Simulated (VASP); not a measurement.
# InP (F-43m) in VASP: further runs

InP is run at these levels: PBE; tasks: electric field gradients.

Everything below comes from runs of VASP 6.6.1. Logs are shortened: lines on timing, memory, paths and dates and some standing lists are left out, and cuts for length are marked.

## 1. The cell of the first run

The structure is cubic, space group F-43m (No. 216). The conventional cell has a = 5.762 Å, b = 5.762 Å, c = 5.762 Å, α = 90.00°, β = 90.00°, γ = 90.00°. Within 3.3 Å of In (site symmetry -43m) lie 4 P at 2.49 Å. P (site symmetry -43m) has 4 In at 2.49 Å within 3.3 Å.

## 2. Electric field gradients, PBE (volume scaled by 0.95)

File INCAR:

```
SYSTEM = InP
PREC = Accurate
ENCUT = 520
EDIFF = 1E-8
ISMEAR = -1
SIGMA = 0.03
LREAL = .False.
LASPH = .True.
NELM = 60
ALGO = Normal
ISIF = 2
LWAVE = .False.
LCHARG = .False.
GGA = PE
LEFG = .True.
NBANDS = 16
```

File KPOINTS:

```
Automatic mesh
0
Gamma
  11 11 11
  0 0 0
```

File POSCAR:

```
InP
1.0
    0.0000000000      2.8808209112      2.8808209112
    2.8808209112      0.0000000000      2.8808209112
    2.8808209112      2.8808209112      0.0000000000
In P
1 1
Direct
    0.0000000000      0.0000000000      0.0000000000
    0.7500000000      0.7500000000      0.7500000000
```

Potentials or basis: VASP PAW PBE potentials, release 64 (In_d, P).

Started as:

```bash
$ cat potpaw_PBE.64/In_d/POTCAR potpaw_PBE.64/P/POTCAR > POTCAR
$ mpirun -np 1 vasp_std > vasp.out
```

OUTCAR:

```text
SYSTEM = InP
   PREC = Accurate
   ENCUT = 520
   EDIFF = 1E-8
   ISMEAR = -1
   LREAL = .False.
   LASPH = .True.
   NELM = 60
   ISIF = 2
   GGA = PE

 ion  position               nearest neighbor table
   1  0.000  0.000  0.000-   2 2.49   2 2.49   2 2.49   2 2.49
   2  0.750  0.750  0.750-   1 2.49   1 2.49   1 2.49   1 2.49

  LATTYP: Found a face centered cubic cell.
 ALAT       =     5.7616418224

  Lattice vectors:

 A1 = (   0.0000000000,   2.8808209112,   2.8808209112)
 A2 = (   2.8808209112,   0.0000000000,   2.8808209112)
 A3 = (   2.8808209112,   2.8808209112,   0.0000000000)

Analysis of symmetry for initial positions (statically):
=====================================================================
 Subroutine PRICEL returns:
 Original cell was already a primitive cell.

 Routine SETGRP: Setting up the symmetry group for a
 face centered cubic supercell.

 Subroutine GETGRP returns: Found 24 space group operations
 (whereof 24 operations were pure point group operations)
 out of a pool of 48 trial point group operations.

The static configuration has the point symmetry T_d .

Analysis of symmetry for dynamics (positions and initial velocities):
=====================================================================
 Subroutine PRICEL returns:
 Original cell was already a primitive cell.

 Routine SETGRP: Setting up the symmetry group for a
 face centered cubic supercell.

 Subroutine GETGRP returns: Found 24 space group operations
 (whereof 24 operations were pure point group operations)
 out of a pool of 48 trial point group operations.

The dynamic configuration has the point symmetry T_d .

 Subroutine INISYM returns: Found 24 space group operations
 (whereof 24 operations are pure point group operations),
 and found     1 'primitive' translations

----------------------------------------------------------------------------------------

                                     Primitive cell

  volume of cell :      47.8166

  direct lattice vectors                    reciprocal lattice vectors
     0.000000000  2.880820911  2.880820911    -0.173561639  0.173561639  0.173561639
     2.880820911  0.000000000  2.880820911     0.173561639 -0.173561639  0.173561639
     2.880820911  2.880820911  0.000000000     0.173561639  0.173561639 -0.173561639

  length of vectors
     4.074096003  4.074096003  4.074096003     0.300617578  0.300617578  0.300617578

  position of ions in fractional coordinates (direct lattice)
     0.000000000  0.000000000  0.000000000
     0.750000000  0.750000000  0.750000000

  ion indices of the primitive-cell ions
   primitive index   ion index
                 1           1
                 2           2

----------------------------------------------------------------------------------------

 KPOINTS: Automatic mesh

Automatic generation of k-mesh.
 Grid dimensions read from file:
 generate k-points for:   11   11   11

 Generating k-lattice:

  Cartesian coordinates                     Fractional coordinates (reciprocal lattice)
    -0.015778331  0.015778331  0.015778331     0.090909091  0.000000000  0.000000000
     0.015778331 -0.015778331  0.015778331     0.000000000  0.090909091  0.000000000
     0.015778331  0.015778331 -0.015778331     0.000000000  0.000000000  0.090909091

  Length of vectors
     0.027328871  0.027328871  0.027328871

  Shift w.r.t. Gamma in fractional coordinates (k-lattice)
     0.000000000  0.000000000  0.000000000

 Subroutine IBZKPT returns following result:
 ===========================================

 Found     56 irreducible k-points:

 Following reciprocal coordinates:
            Coordinates               Weight
  0.000000  0.000000  0.000000      1.000000
  0.090909  0.000000  0.000000      8.000000
  0.181818  0.000000  0.000000      8.000000
  0.272727  0.000000  0.000000      8.000000
  0.363636  0.000000  0.000000      8.000000
  0.454545  0.000000  0.000000      8.000000
[... 16 lines left out ...]
 -0.272727  0.181818  0.000000     24.000000
 -0.181818  0.181818  0.000000     12.000000
 [... further k-points ...]
   k-points           NKPTS =     56   k-points in BZ     NKDIM =     56   number of bands    NBANDS=     16
   number of dos      NEDOS =    301   number of ions     NIONS =      2
   total plane-waves  NPLWV =  27000
   dimension x,y,z NGX =    30 NGY =   30 NGZ =   30
   dimension x,y,z NGXF=    60 NGYF=   60 NGZF=   60
   ions per type =               1   1
   NGX,Y,Z   is equivalent  to a cutoff of  12.24, 12.24, 12.24 a.u.
   NGXF,Y,Z  is equivalent  to a cutoff of  24.48, 24.48, 24.48 a.u.
 SYSTEM =  InP
   PREC   = accura    normal or accurate (medium, high low for compatibility)
   ISTART =      0    job   : 0-new  1-cont  2-samecut
   ICHARG =      2    charge: 1-file 2-atom 10-const
   ISPIN  =      1    spin polarized calculation?
   LNONCOLLINEAR =      F non collinear calculations
   LSORBIT =      F    spin-orbit coupling
   LASPH  =      T    aspherical Exc in radial PAW
   ENCUT  =  520.0 eV  38.22 Ry    6.18 a.u.   7.58  7.58  7.58*2*pi/ulx,y,z
   NELM   =     60;   NELMIN=  2; NELMDL= -5     # of ELM steps
   EDIFF  = 0.1E-07   stopping-criterion for ELM
   LREAL  =      F    real-space projection
   EDIFFG = 0.1E-06   stopping-criterion for IOM
   NSW    =      0    number of steps for IOM
   IBRION =     -1    ionic relax: 0-MD 1-quasi-New 2-CG
   NFREE  =      0    steps in history (QN), initial steepest desc. (CG)
   ISIF   =      2    stress and relaxation
   ISYM   =      2    0-nonsym 1-usesym 2-fastsym
   POTIM  = 0.5000    time-step for ionic-motion
   TEBEG  =    0.0;   TEEND  =   0.0 temperature during run
   PSTRESS=    0.0 pullay stress
   NELECT =      18.0000    total number of electrons
   NUPDOWN=      -1.0000    fix difference up-down
   EMIN   =  10.00;   EMAX   =-10.00  energy-range for DOS
   EFERMI =   0.00;   METHOD = LEGACY
   ISMEAR =    -1;   SIGMA  =   0.03  broadening in eV -4-tet -1-fermi 0-gaus
   EFERMI_NEDOS =   21; number of points for ismear=-14 and -15
   IALGO  =     38    algorithm
   IMIX   =      4    mixing-type and parameters
     AMIX     =   0.40;   BMIX     =  1.00
     AMIX_MAG =   1.60;   BMIX_MAG =  1.00
  volume/ion in A,a.u.               =      23.91       161.34
  Fermi-wavevector in a.u.,A,eV,Ry     =   1.182060  2.233769 19.010946  1.397265
  Thomas-Fermi vector in A             =   2.318321
   LORBIT       =      0    0 simple, 1 ext, 2 COOP (PROOUT), +10 PAW based schemes
   GGA     = PE    functional components
   LHFCALC =     F    Hartree Fock is set to
   AEXX    =    0.0000 exact exchange contribution
   IVDW    =     0    specifies the selected vdW correction
   LEPSILON=     F    determine dielectric tensor
   LRPA    =     F    only Hartree local field effects (RPA)
 non-spin polarized calculation
  energy-cutoff  :      520.00
  volume of cell :       47.82
 maximum number of plane-waves:      1305
   NGX = 15   NGY = 15   NGZ = 15

 number of electron      18.0000004 magnetization

 Free energy of the ion-electron system (eV)
  ---------------------------------------------------
  ext. energy  EPLUGINS =         0.00000000
  ---------------------------------------------------
  free energy    TOTEN  =        -8.29837150 eV

  energy without entropy =       -8.29837150  energy(sigma->0) =       -8.29837150

 E-fermi :   6.2825     XC(G=0):  -9.5128

 val. band max:        5.7676599841   @ k =   0.0000   0.0000   0.0000
 cond. band min:       6.7584995899   @ k =   0.0000   0.0000   0.0000
 fundamental gap:      0.9908396057
 Fermi energy:         6.2825212964

 k-point     1 :       0.0000    0.0000    0.0000
  band No.  band energies     occupation
      1      -8.5320      2.00000
      2      -8.5320      2.00000
      3      -8.5320      2.00000
      4      -8.3522      2.00000
      5      -8.3522      2.00000
      6      -6.1147      2.00000
[... 8 lines left out ...]
     15      15.2964      0.00000
     16      15.2964      0.00000

 k-point     2 :       0.0909    0.0000    0.0000
  band No.  band energies     occupation
      1      -8.5452      2.00000
      2      -8.5271      2.00000
      3      -8.5271      2.00000
      4      -8.3523      2.00000
      5      -8.3523      2.00000
      6      -6.0112      2.00000
[... 8 lines left out ...]
     15      14.8452      0.00000
     16      15.0869      0.00000
[... 387 lines left out ...]
      5      -8.3431      2.00000
      6      -4.5987      2.00000
[... 8 lines left out ...]
     15      16.5322      0.00000
     16      17.1645      0.00000

 k-point    24 :      -0.1818    0.1818    0.0000
  band No.  band energies     occupation
      1      -8.6319      2.00000
      2      -8.4943      2.00000
      3      -8.4897      2.00000
      4      -8.3587      2.00000
      5      -8.3428      2.00000
      6      -5.0982      2.00000
[... 8 lines left out ...]
     15      15.7459      0.00000
     16      17.1903      0.00000

 [... further k-points ...]
[... 5 lines left out ...]
  --------------------------------------------------------------------------------------
  -------------------------------------------------------------------------------------
  Total        2.2554081      2.2554081      2.2554081     -0.0000000      0.0000000     -0.0000000
  in kB       75.5713073     75.5713073     75.5713073     -0.0000000      0.0000000     -0.0000000
  external PRESSURE =      75.5713073 kB  Pullay stress =       0.0000000 kB

 VOLUME and BASIS-vectors are now :
 -----------------------------------------------------------------------------
  energy-cutoff  :      520.00
  volume of cell :       47.82
      direct lattice vectors                 reciprocal lattice vectors
     0.000000000  2.880820911  2.880820911    -0.173561639  0.173561639  0.173561639
     2.880820911  0.000000000  2.880820911     0.173561639 -0.173561639  0.173561639
     2.880820911  2.880820911  0.000000000     0.173561639  0.173561639 -0.173561639

 POSITION                                       TOTAL-FORCE (eV/Angst)
 -----------------------------------------------------------------------------------
      0.00000      0.00000      0.00000        -0.000000     -0.000000     -0.000000
      4.32123      4.32123      4.32123         0.000000      0.000000      0.000000
 -----------------------------------------------------------------------------------
    total drift:                                0.000000      0.000000      0.000000

  FREE ENERGIE OF THE ION-ELECTRON SYSTEM (eV)
  ---------------------------------------------------
  free  energy   TOTEN  =        -8.2983714963 eV

  energy  without entropy=       -8.2983714961  energy(sigma->0) =       -8.29837150

 Electric field gradients (V/A^2)
---------------------------------------------------------------------
 ion       V_xx      V_yy      V_zz      V_xy      V_xz      V_yz
---------------------------------------------------------------------
   1      -0.000    -0.000     0.000    -0.002    -0.002    -0.002
   2       0.000     0.000     0.000     0.000     0.000     0.000
---------------------------------------------------------------------

 Electric field gradients after diagonalization (V/A^2)
 (convention: |V_zz| > |V_xx| > |V_yy|)
----------------------------------------------------------------------
 ion       V_xx      V_yy      V_zz     asymmetry (V_yy - V_xx)/ V_zz
----------------------------------------------------------------------
   1       0.002     0.002    -0.004       0.000
   2      -0.000    -0.000     0.000       0.000
----------------------------------------------------------------------

           NMR quadrupolar parameters

 Cq : quadrupolar parameter    Cq=e*Q*V_zz/h
 eta: asymmetry parameters     (V_yy - V_xx)/ V_zz
 Q  : nuclear electric quadrupole moment in mb (millibarn)
----------------------------------------------------------------------
 ion       Cq(MHz)       eta       Q (mb)
----------------------------------------------------------------------
   1      -0.000       0.000       1.000
   2       0.000       0.000       1.000
----------------------------------------------------------------------
```

Run time: 66 s. Hardware: 1 thread of Intel Xeon Platinum 8259CL at 2.50GHz (Skylake/Cascade Lake), shared host; peak memory 0.19 GiB.

What came out:

```yaml
Free_energy: -8.2984 eV
Pressure: 7.6 GPa
Band_gap_on_the_k_mesh: 0.99 eV, direct
```

Caveat: without QUAD_EFG the Cq values of the log hold for a quadrupole moment of 1 mb, not for the nuclei; spin-orbit coupling is left out, which moves the levels of the heavy elements.

## 3. Electric field gradients, PBE (volume scaled by 0.975)

File INCAR:

```
ALGO     = Normal         # electronic algorithm
EDIFF    = 1E-8           # SCF threshold, eV
ENCUT    = 520            # plane-wave cutoff, eV
GGA      = PE             # functional
ISIF     = 2              # what is computed and relaxed
ISMEAR   = -1             # smearing method
LASPH    = True           # aspherical terms in the spheres
LCHARG   = False          # write CHGCAR
LEFG     = True         
LREAL    = False          # projectors in reciprocal space
LWAVE    = False          # write WAVECAR
NBANDS   = 16             # bands
NELM     = 80             # most SCF steps
PREC     = Accurate       # precision mode
SIGMA    = 0.03           # smearing width, eV
```

File KPOINTS:

```
k-points
0
Gamma
  11 11 11
```

File POSCAR:

```
InP
1.0
    0.0000000000      2.9058727852      2.9058727852
    2.9058727852      0.0000000000      2.9058727852
    2.9058727852      2.9058727852      0.0000000000
In P
1 1
Direct
    0.0000000000      0.0000000000      0.0000000000
    0.7500000000      0.7500000000      0.7500000000
```

Potentials or basis: VASP PAW PBE potentials, release 64 (In_d, P).

Started as:

```bash
$ cat potpaw_PBE.64/In_d/POTCAR potpaw_PBE.64/P/POTCAR > POTCAR
$ mpirun -np 1 vasp_std > vasp.out
```

OUTCAR:

```text
EDIFF = 1E-8
   ENCUT = 520
   GGA = PE
   ISIF = 2
   ISMEAR = -1
   LASPH = True
   LREAL = False
   NELM = 80
   PREC = Accurate

 ion  position               nearest neighbor table
   1  0.000  0.000  0.000-   2 2.52   2 2.52   2 2.52   2 2.52
   2  0.750  0.750  0.750-   1 2.52   1 2.52   1 2.52   1 2.52

  LATTYP: Found a face centered cubic cell.
 ALAT       =     5.8117455704

  Lattice vectors:

 A1 = (   0.0000000000,   2.9058727852,   2.9058727852)
 A2 = (   2.9058727852,   0.0000000000,   2.9058727852)
 A3 = (   2.9058727852,   2.9058727852,   0.0000000000)

Analysis of symmetry for initial positions (statically):
=====================================================================
 Subroutine PRICEL returns:
 Original cell was already a primitive cell.

 Routine SETGRP: Setting up the symmetry group for a
 face centered cubic supercell.

 Subroutine GETGRP returns: Found 24 space group operations
[... 642 lines left out ...]
  volume of cell :       49.07
      direct lattice vectors                 reciprocal lattice vectors
     0.000000000  2.905872785  2.905872785    -0.172065344  0.172065344  0.172065344
     2.905872785  0.000000000  2.905872785     0.172065344 -0.172065344  0.172065344
     2.905872785  2.905872785  0.000000000     0.172065344  0.172065344 -0.172065344

 POSITION                                       TOTAL-FORCE (eV/Angst)
 -----------------------------------------------------------------------------------
      0.00000      0.00000      0.00000        -0.000000     -0.000000     -0.000000
      4.35881      4.35881      4.35881         0.000000      0.000000      0.000000
 -----------------------------------------------------------------------------------
    total drift:                                0.000000      0.000000     -0.000000

  FREE ENERGIE OF THE ION-ELECTRON SYSTEM (eV)
  ---------------------------------------------------
  free  energy   TOTEN  =        -8.3488933199 eV

  energy  without entropy=       -8.3488933180  energy(sigma->0) =       -8.34889332

 Electric field gradients (V/A^2)
---------------------------------------------------------------------
 ion       V_xx      V_yy      V_zz      V_xy      V_xz      V_yz
---------------------------------------------------------------------
   1      -0.000     0.000     0.000     0.002     0.002     0.002
   2      -0.000    -0.000    -0.000    -0.000    -0.000    -0.000
---------------------------------------------------------------------

 Electric field gradients after diagonalization (V/A^2)
 (convention: |V_zz| > |V_xx| > |V_yy|)
----------------------------------------------------------------------
 ion       V_xx      V_yy      V_zz     asymmetry (V_yy - V_xx)/ V_zz
----------------------------------------------------------------------
   1      -0.002    -0.002     0.004       0.000
   2       0.000     0.000    -0.000       0.000
----------------------------------------------------------------------

           NMR quadrupolar parameters

 Cq : quadrupolar parameter    Cq=e*Q*V_zz/h
 eta: asymmetry parameters     (V_yy - V_xx)/ V_zz
 Q  : nuclear electric quadrupole moment in mb (millibarn)
----------------------------------------------------------------------
 ion       Cq(MHz)       eta       Q (mb)
----------------------------------------------------------------------
   1       0.000       0.000       1.000
   2      -0.000       0.000       1.000
----------------------------------------------------------------------
```

Run time: 41 s. Hardware: 1 thread of Intel Xeon Platinum 8259CL at 2.50GHz (Skylake/Cascade Lake), shared host; peak memory 0.19 GiB.

Results:

| Item | Value |
| --- | --- |
| Free energy | -8.3489 eV |
| Pressure | 5.3 GPa |
| Band gap on the k mesh | 0.85 eV, direct |

Caveat: without QUAD_EFG the Cq values of the log hold for a quadrupole moment of 1 mb, not for the nuclei; spin-orbit coupling is left out, which moves the levels of the heavy elements.

[end of part 1 of 2]
